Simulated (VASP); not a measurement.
Input of a VASP 6.6.1 run:

The input INCAR:

```
PREC = Accurate ; ENCUT = 520
EDIFF = 1E-7 ; ISMEAR = -1
SIGMA = 0.1 ; LREAL = False
LASPH = True ; NELM = 60
ALGO = Normal ; ISIF = 2
LWAVE = False ; LCHARG = True
GGA = PS ; LELF = True
LVHAR = True ; NBANDS = 8
```

Contents of KPOINTS:

```
regular mesh
0
Gamma
  21 21 21
```

Contents of POSCAR:

```
C
1.0
   -1.2171756428      1.2171756428      1.2171756428
    1.2171756428     -1.2171756428      1.2171756428
    1.2171756428      1.2171756428     -1.2171756428
C
1
Direct
    0.0000000000      0.0000000000      0.0000000000
```

Potentials or basis: VASP PAW PBE potentials, release 64 (C).

Run with:

```bash
$ cat potpaw_PBE.64/C/POTCAR > POTCAR
$ mpirun -np 1 vasp_std > vasp.out
```

Problem. What does it give for the pressure?

Solution. -19.1 GPa.

Problem. Estimate the band gap on the k mesh.

Solution. Zero (band 2 reaches 15.90 eV, above the bottom of band 3 at 2.84 eV).

Caveat: the PAW data sets were made with another functional, which shifts forces and pressure a little.
